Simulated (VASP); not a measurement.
Write the native input for VASP 6.6.1 that does the following.

```yaml
Task: single point
Functional: PBEsol
Potentials_or_basis: VASP PAW PBE potentials, release 64 (Sr_sv, Ti_sv, O)
Cutoff: 520 eV
k_mesh: 6 × 6 × 6
Occupations: gaussian, width 0.05 eV
Spin: no spin polarisation
Dipole_correction: no
Further_INCAR_settings: ALGO = Normal; EDIFF = 1e-07; NBANDS = 28
```

The structure of SrTiO3 lies in POSCAR:

```
SrTiO3
1.0
    3.6121922075      0.0000000000      0.0000000000
    0.0000000000      3.6121922075      0.0000000000
    0.0000000000      0.0000000000      3.6121922075
Sr Ti O
1 1 3
Direct
    0.5000000000      0.5000000000      0.5000000000
    0.0000000000      0.0000000000      0.0000000000
    0.5000000000      0.0000000000      0.0000000000
    0.0000000000      0.5000000000      0.0000000000
    0.0000000000      0.0000000000      0.5000000000
```

The input as run:

INCAR

```
SYSTEM = SrTiO3
PREC = Accurate ; ENCUT = 520
EDIFF = 1E-7 ; ISMEAR = 0
SIGMA = 0.05 ; LREAL = .False.
LASPH = .True. ; NELM = 60
ALGO = Normal ; ISIF = 2
LWAVE = .False. ; LCHARG = .False.
GGA = PS ; NBANDS = 28
```

KPOINTS

```
Automatic mesh
0
Gamma
  6 6 6
  0 0 0
```

Potentials or basis: VASP PAW PBE potentials, release 64 (Sr_sv, Ti_sv, O).

Command:

```sh
$ cat potpaw_PBE.64/Sr_sv/POTCAR potpaw_PBE.64/Ti_sv/POTCAR potpaw_PBE.64/O/POTCAR > POTCAR
$ mpirun -np 1 vasp_std > vasp.out
```

Results of the run:

```json
{
 "Pressure": "68.7 GPa",
 "Band gap on the k mesh": "2.13 eV (least direct gap 2.23 eV)"
}
```

Caveat: the cell stands under pressure; the PAW data sets were made with another functional, which shifts forces and pressure a little.

Wall time 40 s on 1 thread of Intel Xeon 8259CL, on a shared host, peak memory 0.17 GiB.
